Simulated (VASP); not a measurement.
# CoSi (P2_13) in VASP: notebook

Runs on CoSi. Level: PBEsol. Tasks: single point, relaxation of the atoms.

Program: VASP 6.6.1. These are calculated values, not measurements. Logs are shortened: lines on timing, memory, paths and dates and some standing lists are left out, and cuts for length are marked.

### 1 The cell of the first run

The structure is cubic, space group P2_13 (No. 198). Conventional cell: a = 4.386 Å, b = 4.386 Å, c = 4.386 Å, α = 90.00°, β = 90.00°, γ = 90.00°. Co (site symmetry 3) has 7 Si at 2.30 to 2.40 Å and 6 Co at 2.70 Å within 3.0 Å. Within 3.0 Å of Si (site symmetry 3) lie 7 Co at 2.30 to 2.40 Å and 6 Si at 2.71 Å.

### 2 Single point, PBEsol

File INCAR:

```
SYSTEM = CoSi
PREC = Accurate
ENCUT = 520
EDIFF = 1E-7
ISMEAR = 0
SIGMA = 0.1
LREAL = .False.
LASPH = .True.
NELM = 80
ALGO = Normal
ISIF = 2
LWAVE = .False.
LCHARG = .False.
GGA = PS
NBANDS = 36
```

File KPOINTS:

```
Automatic mesh
0
Gamma
  8 8 8
  0 0 0
```

File POSCAR:

```
CoSi
1.0
    4.3858255304      0.0000000000      0.0000000000
    0.0000000000      4.3858255304      0.0000000000
    0.0000000000      0.0000000000      4.3858255304
Co Si
4 4
Direct
    0.8543553236      0.8543553236      0.1456446764
    0.1456446764      0.3543553236      0.3543553236
    0.6456446764      0.1456446764      0.6456446764
    0.3543553236      0.6456446764      0.8543553236
    0.1566711518      0.1566711518      0.8433288482
    0.8433288482      0.6566711518      0.6566711518
    0.3433288482      0.8433288482      0.3433288482
    0.6566711518      0.3433288482      0.1566711518
```

Potentials or basis: VASP PAW PBE potentials, release 64 (Co, Si).

Command:

```sh
$ cat potpaw_PBE.64/Co/POTCAR potpaw_PBE.64/Si/POTCAR > POTCAR
$ mpirun -np 1 vasp_std > vasp.out
```

OUTCAR:

```text
SYSTEM = CoSi
   PREC = Accurate
   ENCUT = 520
   EDIFF = 1E-7
   ISMEAR = 0
   LREAL = .False.
   LASPH = .True.
   NELM = 80
   ISIF = 2
   GGA = PS

 ion  position               nearest neighbor table
   1  0.854  0.854  0.146-   5 2.30   6 2.31   7 2.31   8 2.31   6 2.40   8 2.40   7 2.40   2 2.70
                             3 2.70   2 2.70   3 2.70   4 2.70   4 2.70
   2  0.146  0.354  0.354-   6 2.30   5 2.31   7 2.31   8 2.31   8 2.40   5 2.40   7 2.40   1 2.70
                             4 2.70   3 2.70   1 2.70   4 2.70   3 2.70
   3  0.646  0.146  0.646-   7 2.30   6 2.31   5 2.31   8 2.31   6 2.40   8 2.40   5 2.40   2 2.70
                             4 2.70   1 2.70   1 2.70   4 2.70   2 2.70
   4  0.354  0.646  0.854-   8 2.30   6 2.31   7 2.31   5 2.31   5 2.40   7 2.40   6 2.40   1 2.70
                             2 2.70   2 2.70   3 2.70   1 2.70   3 2.70
   5  0.157  0.157  0.843-   1 2.30   2 2.31   3 2.31   4 2.31   2 2.40   4 2.40   3 2.40   8 2.71
                             7 2.71   6 2.71   6 2.71   7 2.71   8 2.71
   6  0.843  0.657  0.657-   2 2.30   1 2.31   3 2.31   4 2.31   4 2.40   1 2.40   3 2.40   8 2.71
                             5 2.71   8 2.71   7 2.71   5 2.71   7 2.71
   7  0.343  0.843  0.343-   3 2.30   2 2.31   1 2.31   4 2.31   2 2.40   4 2.40   1 2.40   5 2.71
                             6 2.71   8 2.71   5 2.71   8 2.71   6 2.71
   8  0.657  0.343  0.157-   4 2.30   2 2.31   3 2.31   1 2.31   1 2.40   3 2.40   2 2.40   7 2.71
                             5 2.71   6 2.71   7 2.71   6 2.71   5 2.71

  LATTYP: Found a simple cubic cell.
 ALAT       =     4.3858255304

  Lattice vectors:

 A1 = (   4.3858255304,   0.0000000000,   0.0000000000)
 A2 = (   0.0000000000,   4.3858255304,   0.0000000000)
 A3 = (   0.0000000000,   0.0000000000,   4.3858255304)

Analysis of symmetry for initial positions (statically):
=====================================================================
 Subroutine PRICEL returns:
 Original cell was already a primitive cell.

 Routine SETGRP: Setting up the symmetry group for a
 simple cubic supercell.

 Subroutine GETGRP returns: Found 12 space group operations
 (whereof  3 operations were pure point group operations)
 out of a pool of 48 trial point group operations.

The static configuration has the point symmetry C_3 .
 The point group associated with its full space group is T   .

Analysis of symmetry for dynamics (positions and initial velocities):
=====================================================================
 Subroutine PRICEL returns:
 Original cell was already a primitive cell.

 Routine SETGRP: Setting up the symmetry group for a
 simple cubic supercell.

 Subroutine GETGRP returns: Found 12 space group operations
 (whereof  3 operations were pure point group operations)
 out of a pool of 48 trial point group operations.

The dynamic configuration has the point symmetry C_3 .
 The point group associated with its full space group is T   .

 Subroutine INISYM returns: Found 12 space group operations
 (whereof  3 operations are pure point group operations),
 and found     1 'primitive' translations

----------------------------------------------------------------------------------------

                                     Primitive cell

  volume of cell :      84.3634

  direct lattice vectors                    reciprocal lattice vectors
     4.385825530  0.000000000  0.000000000     0.228007246  0.000000000  0.000000000
     0.000000000  4.385825530  0.000000000     0.000000000  0.228007246  0.000000000
     0.000000000  0.000000000  4.385825530     0.000000000  0.000000000  0.228007246

  length of vectors
     4.385825530  4.385825530  4.385825530     0.228007246  0.228007246  0.228007246

  position of ions in fractional coordinates (direct lattice)
     0.854355324  0.854355324  0.145644676
     0.145644676  0.354355324  0.354355324
     0.645644676  0.145644676  0.645644676
     0.354355324  0.645644676  0.854355324
     0.156671152  0.156671152  0.843328848
     0.843328848  0.656671152  0.656671152
     0.343328848  0.843328848  0.343328848
     0.656671152  0.343328848  0.156671152

  ion indices of the primitive-cell ions
   primitive index   ion index
                 1           1
                 2           2
                 3           3
                 4           4
                 5           5
                 6           6
                 7           7
                 8           8

----------------------------------------------------------------------------------------

 KPOINTS: Automatic mesh

Automatic generation of k-mesh.
 Grid dimensions read from file:
 generate k-points for:    8    8    8

 Generating k-lattice:

  Cartesian coordinates                     Fractional coordinates (reciprocal lattice)
     0.028500906  0.000000000  0.000000000     0.125000000  0.000000000  0.000000000
[... 36 lines left out ...]
   ISTART =      0    job   : 0-new  1-cont  2-samecut
   ICHARG =      2    charge: 1-file 2-atom 10-const
   ISPIN  =      1    spin polarized calculation?
   LNONCOLLINEAR =      F non collinear calculations
   LSORBIT =      F    spin-orbit coupling
   LASPH  =      T    aspherical Exc in radial PAW
   ENCUT  =  520.0 eV  38.22 Ry    6.18 a.u.   8.15  8.15  8.15*2*pi/ulx,y,z
   NELM   =     80;   NELMIN=  2; NELMDL= -5     # of ELM steps
   EDIFF  = 0.1E-06   stopping-criterion for ELM
   LREAL  =      F    real-space projection
   EDIFFG = 0.1E-05   stopping-criterion for IOM
   NSW    =      0    number of steps for IOM
   IBRION =     -1    ionic relax: 0-MD 1-quasi-New 2-CG
   NFREE  =      0    steps in history (QN), initial steepest desc. (CG)
   ISIF   =      2    stress and relaxation
   ISYM   =      2    0-nonsym 1-usesym 2-fastsym
   POTIM  = 0.5000    time-step for ionic-motion
   TEBEG  =    0.0;   TEEND  =   0.0 temperature during run
   PSTRESS=    0.0 pullay stress
   NELECT =      52.0000    total number of electrons
   NUPDOWN=      -1.0000    fix difference up-down
   EMIN   =  10.00;   EMAX   =-10.00  energy-range for DOS
   EFERMI =   0.00;   METHOD = LEGACY
   ISMEAR =     0;   SIGMA  =   0.10  broadening in eV -4-tet -1-fermi 0-gaus
   EFERMI_NEDOS =   21; number of points for ismear=-14 and -15
   IALGO  =     38    algorithm
   IMIX   =      4    mixing-type and parameters
     AMIX     =   0.40;   BMIX     =  1.00
     AMIX_MAG =   1.60;   BMIX_MAG =  1.00
  volume/ion in A,a.u.               =      10.55        71.16
  Fermi-wavevector in a.u.,A,eV,Ry     =   1.393236  2.632834 26.410347  1.941106
  Thomas-Fermi vector in A             =   2.516901
   LORBIT       =      0    0 simple, 1 ext, 2 COOP (PROOUT), +10 PAW based schemes
   GGA     = PS    functional components
   LHFCALC =     F    Hartree Fock is set to
   AEXX    =    0.0000 exact exchange contribution
   IVDW    =     0    specifies the selected vdW correction
   LEPSILON=     F    determine dielectric tensor
   LRPA    =     F    only Hartree local field effects (RPA)
 non-spin polarized calculation
 Gauss-broadening in eV      SIGMA  =   0.10
  energy-cutoff  :      520.00
  volume of cell :       84.36
 maximum number of plane-waves:      2301
 NGX is ok and might be reduce to    36

 number of electron      51.9999987 magnetization

 Free energy of the ion-electron system (eV)
  ---------------------------------------------------
  ext. energy  EPLUGINS =         0.00000000
  ---------------------------------------------------
  free energy    TOTEN  =       -59.82705227 eV

  energy without entropy =      -59.82070147  energy(sigma->0) =      -59.82387687

 E-fermi :  12.4849     XC(G=0): -13.1293

 val. band max:       12.4679951862   @ k =   0.5000   0.5000   0.3750
 cond. band min:      12.6127564212   @ k =   0.3750   0.3750   0.3750
 fundamental gap:      0.1447612350
 Fermi energy:        12.4849142433

 k-point     1 :       0.0000    0.0000    0.0000
  band No.  band energies     occupation
      1      -1.4551      2.00000
      2       4.1581      2.00000
      3       4.1581      2.00000
      4       4.1581      2.00000
      5       6.8348      2.00000
      6       6.8348      2.00000
[... 28 lines left out ...]
     35      16.1713      0.00000
     36      17.4109      0.00000
[... 866 lines left out ...]
      6       6.6992      2.00000
[... 28 lines left out ...]
     35      17.4179      0.00000
     36      18.3078      0.00000

 [... further k-points ...]

------------------------ aborting loop because EDIFF is reached ----------------------------------------

  FORCE on cell =-STRESS in cart. coord.  units (eV):
  Direction    XX          YY          ZZ          XY          YZ          ZX
  --------------------------------------------------------------------------------------
  -------------------------------------------------------------------------------------
  Total        0.0949884      0.0949884      0.0949884      0.0000000      0.0000000      0.0000000
  in kB        1.8039612      1.8039612      1.8039612      0.0000000      0.0000000      0.0000000
  external PRESSURE =       1.8039612 kB  Pullay stress =       0.0000000 kB

 VOLUME and BASIS-vectors are now :
 -----------------------------------------------------------------------------
  energy-cutoff  :      520.00
  volume of cell :       84.36
      direct lattice vectors                 reciprocal lattice vectors
     4.385825530  0.000000000  0.000000000     0.228007246  0.000000000  0.000000000
     0.000000000  4.385825530  0.000000000     0.000000000  0.228007246  0.000000000
     0.000000000  0.000000000  4.385825530     0.000000000  0.000000000  0.228007246

 POSITION                                       TOTAL-FORCE (eV/Angst)
 -----------------------------------------------------------------------------------
      3.74705      3.74705      0.63877        -0.004738     -0.004738      0.004738
      0.63877      1.55414      1.55414         0.004738     -0.004738     -0.004738
      2.83168      0.63877      2.83168         0.004738      0.004738      0.004738
      1.55414      2.83168      3.74705        -0.004738      0.004738     -0.004738
      0.68713      0.68713      3.69869         0.000469      0.000469     -0.000469
      3.69869      2.88005      2.88005        -0.000469      0.000469      0.000469
      1.50578      3.69869      1.50578        -0.000469     -0.000469     -0.000469
      2.88005      1.50578      0.68713         0.000469     -0.000469      0.000469
 -----------------------------------------------------------------------------------
    total drift:                                0.000000      0.000000      0.000000

  FREE ENERGIE OF THE ION-ELECTRON SYSTEM (eV)
  ---------------------------------------------------
  free  energy   TOTEN  =       -59.8270522669 eV

  energy  without entropy=      -59.8207014651  energy(sigma->0) =      -59.82387687
```

It took 2.2 min on 1 thread of Intel Xeon Platinum 8259CL at 2.50GHz (Skylake/Cascade Lake), shared host; peak memory 0.26 GiB.

What came out:

```yaml
Free_energy: -59.8271 eV
Pressure: 0.2 GPa
Largest_force: 0.008 eV/Å
Band_gap_on_the_k_mesh: zero (bands 26 and 27 overlap by 0.23 eV)
```

Forces in eV/Å, atoms in the order of the input:
```
Co  -0.005 -0.005  0.005
Co   0.005 -0.005 -0.005
Co   0.005  0.005  0.005
Co  -0.005  0.005 -0.005
Si   0.000  0.000  0.000
Si   0.000  0.000  0.000
Si   0.000  0.000  0.000
Si   0.000  0.000  0.000
```

Caveat: the PAW data sets were made with another functional, which shifts forces and pressure a little; the run has no spin polarisation, though such a crystal can be magnetic. Spin polarisation is off, so any magnetic state and its effect on volume and gap are missing.

### 3 Single point, PBEsol

This run uses another cell than the first one: it holds 16 atoms, not 8.

File INCAR:

```
  ALGO = Normal
  EDIFF = 1E-6
  ENCUT = 520
  GGA = PS
  ISIF = 2
  ISMEAR = 0
  LASPH = T
  LCHARG = F
  LREAL = Auto
  LWAVE = F
  NBANDS = 66
  NELM = 100
  PREC = Accurate
  SIGMA = 0.15
```

File KPOINTS:

```
k-points
0
Gamma
  9 9 5
```

File POSCAR:

```
CoSi
1.0
    0.0000000000     -4.3858255181      0.0000000000
    0.0000000000      0.0000000000     -4.3858255181
    8.7716510362      0.0000000000      0.0000000000
Co Si
8 8
Direct
    0.8543553236      0.8543553236      0.0728223382
    0.8543553236      0.8543553236      0.5728223382
    0.1456446764      0.3543553236      0.1771776618
    0.1456446764      0.3543553236      0.6771776618
    0.6456446764      0.1456446764      0.3228223382
    0.6456446764      0.1456446764      0.8228223382
    0.3543553236      0.6456446764      0.4271776618
    0.3543553236      0.6456446764      0.9271776618
    0.1566711500      0.1566711500      0.4216644250
    0.1566711500      0.1566711500      0.9216644250
    0.8433288500      0.6566711500      0.3283355750
    0.8433288500      0.6566711500      0.8283355750
    0.3433288500      0.8433288500      0.1716644250
    0.3433288500      0.8433288500      0.6716644250
    0.6566711500      0.3433288500      0.0783355750
    0.6566711500      0.3433288500      0.5783355750
```

Potentials or basis: VASP PAW PBE potentials, release 64 (Co, Si).

Command:

```sh
$ cat potpaw_PBE.64/Co/POTCAR potpaw_PBE.64/Si/POTCAR > POTCAR
$ mpirun -np 1 vasp_std > vasp.out
```

Run time: 19 min. Hardware: 1 thread of Intel Xeon Platinum 8488C (Sapphire Rapids), shared host; peak memory 0.61 GiB.

It converged, with:

- Free energy: -119.6656 eV
- Pressure: 0.2 GPa
- Largest force: 0.006 eV/Å
- Band gap on the k mesh: zero (bands 52 and 53 overlap by 0.09 eV)

Forces in eV/Å, atoms in the order of the input:
```
Co   0.004  0.003  0.003
Co   0.004  0.003  0.003
Co  -0.004 -0.003  0.003
Co  -0.004 -0.003  0.003
Co   0.004 -0.003 -0.003
Co   0.004 -0.003 -0.003
Co  -0.004  0.003 -0.003
Co  -0.004  0.003 -0.003
Si  -0.001  0.000 -0.001
Si  -0.001  0.000 -0.001
Si   0.001  0.000 -0.001
Si   0.001  0.000 -0.001
Si  -0.001  0.000  0.001
Si  -0.001  0.000  0.001
Si   0.001  0.000  0.001
Si   0.001  0.000  0.001
```

Levels at points of the mesh, in eV from the Fermi level:
```
           k point  band 49  band 50  band 51  band 52  band 53  band 54  band 55  band 56
(0.00, 0.00, 0.00)    -0.54    -0.54    -0.04    -0.04    -0.04     1.01     1.01     1.57
```

Caveat: the PAW data sets were made with another functional, which shifts forces and pressure a little; the run has no spin polarisation, though such a crystal can be magnetic. Spin polarisation is off, so any magnetic state and its effect on volume and gap are missing.

### 4 Relaxation of the atoms, PBEsol (9.28 Å³/atom)

This run uses another cell than the first one, of 9.28 Å³/atom.

File INCAR:

```
PREC     = Accurate       # precision mode
ENCUT    = 520            # plane-wave cutoff, eV
EDIFF    = 1E-6           # SCF threshold, eV
ISMEAR   = 0              # smearing method
SIGMA    = 0.1            # smearing width, eV
LREAL    = False          # projectors in reciprocal space
LASPH    = True           # aspherical terms in the spheres
NELM     = 80             # most SCF steps
ALGO     = Normal         # electronic algorithm
ISIF     = 2              # what is computed and relaxed
LWAVE    = False          # write WAVECAR
LCHARG   = False          # write CHGCAR
GGA      = PS             # functional
IBRION   = 2              # ionic algorithm
NSW      = 50             # ionic steps
EDIFFG   = -0.01          # ionic threshold
```

File KPOINTS:

```
Automatic mesh
0
Gamma
  8 8 8
```

File POSCAR:

```
CoSi
1.0
    4.2028662984      0.0000000000      0.0000000000
    0.0000000000      4.2028662984      0.0000000000
    0.0000000000      0.0000000000      4.2028662984
Co Si
4 4
Direct
    0.1478867652      0.1478867652      0.1478867652
    0.3521132348      0.8521132348      0.6478867652
    0.6478867652      0.3521132348      0.8521132348
    0.8521132348      0.6478867652      0.3521132348
    0.8442669631      0.8442669631      0.8442669631
    0.6557330369      0.1557330369      0.3442669631
    0.3442669631      0.6557330369      0.1557330369
    0.1557330369      0.3442669631      0.6557330369
```

Command:

```sh
$ cat potpaw_PBE.64/Co/POTCAR potpaw_PBE.64/Si/POTCAR > POTCAR
$ mpirun -np 1 vasp_std > vasp.out
```

Wall time 4.4 min (1 thread of Intel Xeon 8259CL, shared host); peak memory 0.23 GiB.

Results (log left out):

| Quantity | Value |
| --- | --- |
| Free energy | -58.6477 eV |
| Energy gained by relaxing | 0.1 meV/atom |
| Ionic steps | 3 |
| Pressure after relaxing | 41.8 GPa |
| Largest force after relaxing | 0.008 eV/Å |
| Band gap on the k mesh | zero (bands 26 and 27 overlap by 0.27 eV) |

Forces on the atoms (eV/Å):
```
Co   0.003  0.003  0.003
Co  -0.003 -0.003  0.003
Co   0.003 -0.003 -0.003
Co  -0.003  0.003 -0.003
Si  -0.005 -0.005 -0.005
Si   0.005  0.005 -0.005
Si  -0.005  0.005  0.005
Si   0.005 -0.005  0.005
```

Step by step:
```tsv
step	energy change (eV)	largest force (eV/Å)	pressure (GPa)
1	0.0000	0.0703	41.90
2	-0.0007	0.0138	41.84
3	-0.0008	0.0081	41.77
```

Final structure:
```cif
data_structure
_symmetry_space_group_name_H-M 'P 1'
_symmetry_Int_Tables_number 1
_cell_length_a 4.2029
_cell_length_b 4.2029
_cell_length_c 4.2029
_cell_angle_alpha 90.000
_cell_angle_beta 90.000
_cell_angle_gamma 90.000
_cell_volume 74.24
loop_
_atom_site_label
_atom_site_type_symbol
_atom_site_fract_x
_atom_site_fract_y
_atom_site_fract_z
_atom_site_occupancy
Co1 Co 0.14843 0.14843 0.14843 1
Co2 Co 0.35157 0.85157 0.64843 1
Co3 Co 0.64843 0.35157 0.85157 1
Co4 Co 0.85157 0.64843 0.35157 1
Si1 Si 0.84461 0.84461 0.84461 1
Si2 Si 0.65539 0.15539 0.34461 1
Si3 Si 0.34461 0.65539 0.15539 1
Si4 Si 0.15539 0.34461 0.65539 1
```

Levels at points of the mesh, in eV from the Fermi level:
| k point | band 23 | band 24 | band 25 | band 26 | band 27 | band 28 | band 29 | band 30 |
| --- | --- | --- | --- | --- | --- | --- | --- | --- |
| (0.00, 0.00, 0.00) | -0.99 | -0.99 | -0.01 | -0.01 | -0.01 | 3.27 | 3.27 | 3.27 |
| (0.50, 0.00, 0.00) | -0.80 | -0.80 | -0.62 | -0.62 | 1.21 | 1.21 | 2.07 | 2.07 |
| (0.50, 0.50, 0.00) | -1.25 | -1.25 | -0.06 | -0.06 | 0.78 | 0.78 | 2.66 | 2.66 |
| (0.50, 0.50, 0.50) | -1.57 | -1.57 | -0.28 | -0.28 | -0.28 | -0.28 | 6.50 | 6.50 |

Caveat: the PAW data sets were made with another functional, which shifts forces and pressure a little; the run has no spin polarisation, though such a crystal can be magnetic. Spin polarisation is off, so any magnetic state and its effect on volume and gap are missing.

### 5 Overview

```tsv
task	cell	k mesh	smearing	gap on the mesh (eV)	pressure (GPa)	largest force (eV/Å)
single point	a = 4.386 Å, 8 atoms, atomic positions A	8 × 8 × 8	gaussian 0.1 eV	none	0.2	0.01
single point	a = 4.386, b = 4.386, c = 8.772 Å, 16 atoms, atomic positions B	9 × 9 × 5	gaussian 0.15 eV	none	0.2	0.01
relaxation of the atoms	atoms relaxed from a = 4.203 Å, 8 atoms, atomic positions C	8 × 8 × 8	gaussian 0.1 eV	none	41.8	0.01
```

Alike in all rows: level PBEsol; potentials or basis VASP PAW PBE potentials, release 64 (Co, Si); no spin polarisation; cutoff (eV) 520.

Caveats: the PAW data sets were made with another functional, which shifts forces and pressure a little; the run has no spin polarisation, though such a crystal can be magnetic.

Absolute energies hang on the potentials; compare differences alone.

The gap in the log of VASP goes by the Fermi energy; the results here count the filled bands.